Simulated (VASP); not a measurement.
# MoS2 (P6_3/mmc) in VASP: further runs

MoS2 is run at these levels: PBE0, RPBE+D3(BJ), RPBE+D4, r2SCAN; tasks: single point, relaxation of cell and atoms.

All numbers are computed with VASP 6.6.1; they aren't measurements. Logs are shortened: lines on timing, memory, paths and dates and some standing lists are left out, and cuts for length are marked.

**Experimental background.**

“Multiwavelength excitation Raman Scattering Analysis of bulk and 2 dimensional MoS2: Vibrational properties of atomically thin MoS2 layers”, 2015, arxiv:1506.03228 reports, for a bulk crystal of MoS2 at 300 K: band gap 1.3 eV (indirect).

How close the calculation comes is told below.

**1. The cell of the first run**

Symmetry: P6_3/mmc, No. 194, hexagonal system. The conventional cell has a = 3.169 Å, b = 3.169 Å, c = 12.324 Å, α = 90.00°, β = 90.00°, γ = 120.00°. Within 3.2 Å of Mo (site symmetry -6m2) lie 6 S at 2.41 Å and 6 Mo at 3.17 Å. Within 3.2 Å of S (site symmetry 3m) lie 3 Mo at 2.41 Å and 7 S at 3.13 to 3.17 Å.

**2. Single point, PBE0**

POSCAR

```
MoS2
1.0
    3.1690000000      0.0000000000      0.0000000000
   -1.5845000000      2.7444345046      0.0000000000
    0.0000000000      0.0000000000     12.3240000000
Mo S
2 4
Direct
    0.6666666667      0.3333333333      0.7500000000
    0.3333333333      0.6666666667      0.2500000000
    0.6666666667      0.3333333333      0.3770000000
    0.3333333333      0.6666666667      0.8770000000
    0.6666666667      0.3333333333      0.1230000000
    0.3333333333      0.6666666667      0.6230000000
```

INCAR.step1

```
  ALGO = Normal
  EDIFF = 1E-5
  ENCUT = 520
  GGA = PE
  ISIF = 2
  ISMEAR = 0
  KPAR = 4
  LASPH = True
  LCHARG = False
  LREAL = False
  LWAVE = True
  NBANDS = 35
  NELM = 80
  PREC = Accurate
  SIGMA = 0.01
```

INCAR.step2

```
  AEXX = 0.25
  ALGO = Normal
  EDIFF = 1E-7
  ENCUT = 520
  GGA = PE
  ISIF = 2
  ISMEAR = 0
  ISTART = 1
  KPAR = 4
  LASPH = True
  LCHARG = False
  LHFCALC = True
  LREAL = False
  LWAVE = False
  NBANDS = 35
  NELM = 80
  PREC = Accurate
  PRECFOCK = Fast
  SIGMA = 0.01
```

KPOINTS

```
k-points
0
Gamma
  6 6 2
```

Potentials or basis: VASP PAW PBE potentials, release 64 (Mo_sv, S).

Run with:

```
cat potpaw_PBE.64/Mo_sv/POTCAR potpaw_PBE.64/S/POTCAR > POTCAR
cp INCAR.step1 INCAR
mpirun -np 4 vasp_std > vasp.out
cp INCAR.step2 INCAR
mpirun -np 4 vasp_std > vasp.out
```

OUTCAR:

```text
AEXX = 0.25
   EDIFF = 1E-7
   ENCUT = 520
   GGA = PE
   ISIF = 2
   ISMEAR = 0
   ISTART = 1
   LASPH = True
   LHFCALC = True
   LREAL = False
   NELM = 80
   PREC = Accurate
   PRECFOCK = Fast

 ion  position               nearest neighbor table
   1  0.667  0.333  0.750-   4 2.41   6 2.41   4 2.41   6 2.41   4 2.41   6 2.41
   2  0.333  0.667  0.250-   3 2.41   5 2.41   3 2.41   5 2.41   3 2.41   5 2.41
   3  0.667  0.333  0.377-   2 2.41   2 2.41   2 2.41
   4  0.333  0.667  0.877-   1 2.41   1 2.41   1 2.41
   5  0.667  0.333  0.123-   2 2.41   2 2.41   2 2.41
   6  0.333  0.667  0.623-   1 2.41   1 2.41   1 2.41

  LATTYP: Found a hexagonal cell.
 ALAT       =     3.1690000000
 C/A-ratio  =     3.8889239508

  Lattice vectors:

 A1 = (   3.1690000000,   0.0000000000,   0.0000000000)
 A2 = (  -1.5845000000,   2.7444345046,   0.0000000000)
 A3 = (   0.0000000000,   0.0000000000,  12.3240000000)

Analysis of symmetry for initial positions (statically):
=====================================================================
 Subroutine PRICEL returns:
 Original cell was already a primitive cell.

 Routine SETGRP: Setting up the symmetry group for a
 hexagonal supercell.

 Subroutine GETGRP returns: Found 24 space group operations
 (whereof 12 operations were pure point group operations)
 out of a pool of 24 trial point group operations.

The static configuration has the point symmetry D_3d.
 The point group associated with its full space group is D_6h.

Analysis of symmetry for dynamics (positions and initial velocities):
=====================================================================
 Subroutine PRICEL returns:
 Original cell was already a primitive cell.

 Routine SETGRP: Setting up the symmetry group for a
 hexagonal supercell.

 Subroutine GETGRP returns: Found 24 space group operations
 (whereof 12 operations were pure point group operations)
 out of a pool of 24 trial point group operations.

The dynamic configuration has the point symmetry D_3d.
 The point group associated with its full space group is D_6h.

 Subroutine INISYM returns: Found 24 space group operations
 (whereof 12 operations are pure point group operations),
 and found     1 'primitive' translations

----------------------------------------------------------------------------------------

                                     Primitive cell

  volume of cell :     107.1832

  direct lattice vectors                    reciprocal lattice vectors
     3.169000000  0.000000000  0.000000000     0.315556958  0.182186895  0.000000000
    -1.584500000  2.744434505  0.000000000     0.000000000  0.364373789  0.000000000
     0.000000000  0.000000000 12.324000000     0.000000000  0.000000000  0.081142486

  length of vectors
     3.169000000  3.169000000 12.324000000     0.364373789  0.364373789  0.081142486

  position of ions in fractional coordinates (direct lattice)
     0.666666667  0.333333333  0.750000000
     0.333333333  0.666666667  0.250000000
     0.666666667  0.333333333  0.377000000
     0.333333333  0.666666667  0.877000000
     0.666666667  0.333333333  0.123000000
     0.333333333  0.666666667  0.623000000

  ion indices of the primitive-cell ions
   primitive index   ion index
                 1           1
                 2           2
                 3           3
                 4           4
                 5           5
                 6           6

----------------------------------------------------------------------------------------

 KPOINTS: k-points

Automatic generation of k-mesh.
 Grid dimensions read from file:
 generate k-points for:    6    6    2

 Generating k-lattice:

  Cartesian coordinates                     Fractional coordinates (reciprocal lattice)
     0.052592826  0.030364482  0.000000000     0.166666667  0.000000000  0.000000000
     0.000000000  0.060728965  0.000000000     0.000000000  0.166666667  0.000000000
     0.000000000  0.000000000  0.040571243     0.000000000  0.000000000  0.500000000

  Length of vectors
     0.060728965  0.060728965  0.040571243

  Shift w.r.t. Gamma in fractional coordinates (k-lattice)
     0.000000000  0.000000000  0.000000000

 Subroutine IBZKPT returns following result:
 ===========================================

 Found     14 irreducible k-points:

 Following reciprocal coordinates:
            Coordinates               Weight
  0.000000  0.000000  0.000000      1.000000
  0.166667 -0.000000  0.000000      6.000000
  0.333333 -0.000000  0.000000      6.000000
  0.500000 -0.000000  0.000000      3.000000
  0.166667  0.166667  0.000000      6.000000
  0.333333  0.166667  0.000000     12.000000
  0.333333  0.333333  0.000000      2.000000
  0.000000  0.000000  0.500000      1.000000
  0.166667 -0.000000  0.500000      6.000000
  0.333333 -0.000000  0.500000      6.000000
  0.500000 -0.000000  0.500000      3.000000
  0.166667  0.166667  0.500000      6.000000
  0.333333  0.166667  0.500000     12.000000
  0.333333  0.333333  0.500000      2.000000
   k-points           NKPTS =     14   k-points in BZ     NKDIM =     72   number of bands    NBANDS=     35
   number of dos      NEDOS =    301   number of ions     NIONS =      6
   total plane-waves  NPLWV =  55296
   dimension x,y,z NGX =    24 NGY =   24 NGZ =   96
   dimension x,y,z NGXF=    48 NGYF=   48 NGZF=  192
   ions per type =               2   4
   NGX,Y,Z   is equivalent  to a cutoff of  12.59, 12.59, 12.95 a.u.
   NGXF,Y,Z  is equivalent  to a cutoff of  25.18, 25.18, 25.90 a.u.
 SYSTEM =  unknown system
   PREC   = accura    normal or accurate (medium, high low for compatibility)
   ISTART =      1    job   : 0-new  1-cont  2-samecut
   ICHARG =      0    charge: 1-file 2-atom 10-const
   ISPIN  =      1    spin polarized calculation?
   LNONCOLLINEAR =      F non collinear calculations
   LSORBIT =      F    spin-orbit coupling
   LASPH  =      T    aspherical Exc in radial PAW
   ENCUT  =  520.0 eV  38.22 Ry    6.18 a.u.   5.89  5.89 22.91*2*pi/ulx,y,z
   NELM   =     80;   NELMIN=  2; NELMDL=  0     # of ELM steps
   EDIFF  = 0.1E-06   stopping-criterion for ELM
   LREAL  =      F    real-space projection
   EDIFFG = 0.1E-05   stopping-criterion for IOM
   NSW    =      0    number of steps for IOM
   IBRION =     -1    ionic relax: 0-MD 1-quasi-New 2-CG
   NFREE  =      0    steps in history (QN), initial steepest desc. (CG)
   ISIF   =      2    stress and relaxation
   ISYM   =      3    0-nonsym 1-usesym 2-fastsym
   POTIM  = 0.5000    time-step for ionic-motion
   TEBEG  =    0.0;   TEEND  =   0.0 temperature during run
   PSTRESS=    0.0 pullay stress
   NELECT =      52.0000    total number of electrons
   NUPDOWN=      -1.0000    fix difference up-down
   EMIN   =  10.00;   EMAX   =-10.00  energy-range for DOS
   EFERMI =   0.00;   METHOD = LEGACY
   ISMEAR =     0;   SIGMA  =   0.01  broadening in eV -4-tet -1-fermi 0-gaus
   EFERMI_NEDOS =   21; number of points for ismear=-14 and -15
   IALGO  =     38    algorithm
   IMIX   =      1    mixing-type and parameters
     AMIX     =   0.40;   BMIX     =  1.00
     AMIX_MAG =   1.60;   BMIX_MAG =  1.00
  volume/ion in A,a.u.               =      17.86       120.55
  Fermi-wavevector in a.u.,A,eV,Ry     =   1.286373  2.430893 22.514325  1.654756
  Thomas-Fermi vector in A             =   2.418452
   LORBIT       =      0    0 simple, 1 ext, 2 COOP (PROOUT), +10 PAW based schemes
   GGA     = PE    functional components
   LHFCALC =     T    Hartree Fock is set to
   PRECFOCK=fast      Normal, Fast or Accurate (Low or Medium for compatibility)
   ENCUT4O =  -1.0   cutoff for four orbital integrals eV
   NKREDX  =     1    reduce k-point grid by
   NKREDY  =     1    reduce k-point grid by
   NKREDZ  =     1    reduce k-point grid by
   AEXX    =    0.2500 exact exchange contribution
   HFSCREEN=    0.0000 screening length (either q_TF or 0.3 A-1)
   HFSCREENC=   0.0000 screening length for correlation (either q_TF or 0.3 A-1)
   ENCUTFOCK=  -1.0 apply spherical cutoff to Coloumb kernel
   IVDW    =     0    specifies the selected vdW correction
   LEPSILON=     F    determine dielectric tensor
   LRPA    =     F    only Hartree local field effects (RPA)
 non-spin polarized calculation
 Gauss-broadening in eV      SIGMA  =   0.01
  energy-cutoff  :      520.00
  volume of cell :      107.18
 maximum number of plane-waves:      2908
 NGX is ok and might be reduce to    24
  NGX = 14; NGY = 14; NGZ = 54

 number of electron      51.9999997 magnetization

 Free energy of the ion-electron system (eV)
  ---------------------------------------------------
  ext. energy  EPLUGINS =         0.00000000
  ---------------------------------------------------
  free energy    TOTEN  =       -56.76146374 eV

  energy without entropy =      -56.76146374  energy(sigma->0) =      -56.76146374

 E-fermi :   6.9018     XC(G=0):  -8.5315

 val. band max:        6.7531305892   @ k =   0.0000   0.0000   0.0000
 cond. band min:       8.8996425661   @ k =   0.1667   0.1667   0.0000
 fundamental gap:      2.1465119769
 Fermi energy:         6.9018280723

 k-point     1 :       0.0000    0.0000    0.0000
  band No.  band energies     occupation
      1     -58.8911      2.00000
      2     -58.8911      2.00000
      3     -31.6118      2.00000
      4     -31.6117      2.00000
      5     -31.3516      2.00000
      6     -31.3516      2.00000
[... 27 lines left out ...]
     34      10.6513      0.00000
     35      13.8908      0.00000

 k-point     2 :       0.1667   -0.0000    0.0000
  band No.  band energies     occupation
      1     -58.8793      2.00000
      2     -58.8793      2.00000
      3     -31.5886      2.00000
      4     -31.5883      2.00000
      5     -31.4714      2.00000
      6     -31.4714      2.00000
[... 27 lines left out ...]
     34      11.0677      0.00000
     35      15.4983      0.00000

 k-point     3 :       0.3333   -0.0000    0.0000
  band No.  band energies     occupation
      1     -58.8556      2.00000
      2     -58.8556      2.00000
      3     -31.7054      2.00000
      4     -31.7052      2.00000
      5     -31.5411      2.00000
      6     -31.5407      2.00000
[... 27 lines left out ...]
     34      12.0048      0.00000
     35      15.1074      0.00000

 k-point     4 :       0.5000   -0.0000    0.0000
  band No.  band energies     occupation
      1     -58.8437      2.00000
      2     -58.8436      2.00000
      3     -31.8199      2.00000
      4     -31.8196      2.00000
      5     -31.5171      2.00000
      6     -31.5167      2.00000
[... 27 lines left out ...]
     34      12.2986      0.00000
     35      13.6711      0.00000

 k-point     5 :       0.1667    0.1667    0.0000
  band No.  band energies     occupation
      1     -58.8615      2.00000
      2     -58.8615      2.00000
      3     -31.6253      2.00000
      4     -31.6252      2.00000
      5     -31.5532      2.00000
      6     -31.5528      2.00000
[... 258 lines left out ...]
 k-point    12 :       0.1667    0.1667    0.5000
  band No.  band energies     occupation
      1     -58.8615      2.00000
      2     -58.8615      2.00000
      3     -31.6253      2.00000
      4     -31.6253      2.00000
      5     -31.5530      2.00000
      6     -31.5530      2.00000
[... 27 lines left out ...]
     34      11.9814      0.00000
     35      16.4028      0.00000

 k-point    13 :       0.3333    0.1667    0.5000
  band No.  band energies     occupation
      1     -58.8437      2.00000
      2     -58.8437      2.00000
      3     -31.7603      2.00000
      4     -31.7603      2.00000
      5     -31.5214      2.00000
      6     -31.5214      2.00000
[... 27 lines left out ...]
     34      12.2337      0.00000
     35      14.9931      0.00000

 k-point    14 :       0.3333    0.3333    0.5000
  band No.  band energies     occupation
      1     -58.8377      2.00000
      2     -58.8377      2.00000
      3     -31.6944      2.00000
      4     -31.6944      2.00000
      5     -31.6593      2.00000
      6     -31.6593      2.00000
[... 27 lines left out ...]
     34      12.6750      0.00000
     35      15.0548      0.00000

------------------------ aborting loop because EDIFF is reached ----------------------------------------

  FORCE on cell =-STRESS in cart. coord.  units (eV):
  Direction    XX          YY          ZZ          XY          YZ          ZX
  --------------------------------------------------------------------------------------
  -------------------------------------------------------------------------------------
  Total       -2.1617376     -2.1617376     -2.0713322      0.0000000      0.0000000      0.0000000
  in kB      -32.3137056    -32.3137056    -30.9623237      0.0000000      0.0000000      0.0000000
  external PRESSURE =     -31.8632449 kB  Pullay stress =       0.0000000 kB

 VOLUME and BASIS-vectors are now :
 -----------------------------------------------------------------------------
  energy-cutoff  :      520.00
  volume of cell :      107.18
      direct lattice vectors                 reciprocal lattice vectors
     3.169000000  0.000000000  0.000000000     0.315556958  0.182186895  0.000000000
    -1.584500000  2.744434505  0.000000000     0.000000000  0.364373789  0.000000000
     0.000000000  0.000000000 12.324000000     0.000000000  0.000000000  0.081142486

 POSITION                                       TOTAL-FORCE (eV/Angst)
 -----------------------------------------------------------------------------------
      1.58450      0.91481      9.24300        -0.000000      0.000000      0.000000
     -0.00000      1.82962      3.08100         0.000000     -0.000000      0.000000
      1.58450      0.91481      4.64615        -0.000000     -0.000000     -0.608891
     -0.00000      1.82962     10.80815        -0.000000     -0.000000     -0.608891
      1.58450      0.91481      1.51585        -0.000000     -0.000000      0.608891
     -0.00000      1.82962      7.67785        -0.000000     -0.000000      0.608891
 -----------------------------------------------------------------------------------
    total drift:                               -0.000000     -0.000000     -0.000000

  FREE ENERGIE OF THE ION-ELECTRON SYSTEM (eV)
  ---------------------------------------------------
  free  energy   TOTEN  =       -56.7614637370 eV

  energy  without entropy=      -56.7614637370  energy(sigma->0) =      -56.76146374
```

It took 16 min on 4 MPI ranks of AMD EPYC 9R45 (Zen 5), shared host; peak memory 0.26 GiB.

Results:

| Property | Result |
| --- | --- |
| Free energy | -56.7615 eV |
| Pressure | -3.2 GPa |
| Largest force | 0.609 eV/Å |
| Band gap on the k mesh | 2.15 eV (least direct gap 2.81 eV) |

Forces on the atoms (eV/Å):
```
Mo   0.000  0.000  0.000
Mo   0.000  0.000  0.000
S    0.000  0.000 -0.609
S    0.000  0.000 -0.609
S    0.000  0.000  0.609
S    0.000  0.000  0.609
```

Caveat: the cell stands under tension; the PAW data sets were made with another functional, which shifts forces and pressure a little; this functional lacks dispersion, which binds layers or chains, so the pressure and a relaxed spacing across them are unreliable. A k mesh can miss the band edges.

[end of part 1 of 3]
